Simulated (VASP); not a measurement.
## TiB2 (AlB2 type): single point with LDA

TiB2 (AlB2 type):

```
Ti B
1.0
     2.88305    0.00000    0.00000
    -1.44152    2.49679    0.00000
     0.00000    0.00000    2.99865
Ti B
1 2
Direct
  0.00000 0.00000 0.00000
  0.33333 0.66667 0.50000
  0.66667 0.33333 0.50000
```

This cell differs from its parent crystal: volume scaled by 0.88.

```yaml
Program: VASP 6.6.1
Task: single point
Functional: LDA
Potentials_or_basis: VASP PAW LDA potentials, release 64 (Ti_sv, B)
Cutoff: 520 eV
k_mesh: 11 × 11 × 9
Occupations: fermi-dirac, width 0.1 eV
Spin: no spin polarisation
```

```yaml
Pressure: 46.1 GPa
Band_gap_on_the_k_mesh: zero (band 9 reaches 12.38 eV, above the bottom of band 10 at 11.61 eV)
```

Stress tensor (GPa, compression positive):
```
46.11  0.00  0.00
 0.00 46.11  0.00
 0.00  0.00 46.00
```

Levels at points of the mesh, in eV from the Fermi level:
```csv
k point,band 6,band 7,band 8,band 9,band 10,band 11,band 12,band 13
"(0.00, 0.00, 0.00)",-3.12,-3.12,-2.46,-1.90,2.49,2.49,4.75,4.75
```

Wall time 17 s on 1 thread of Intel(R) Xeon(R) Platinum 8488C (Sapphire Rapids), with other jobs on the host, peak memory 0.14 GiB.
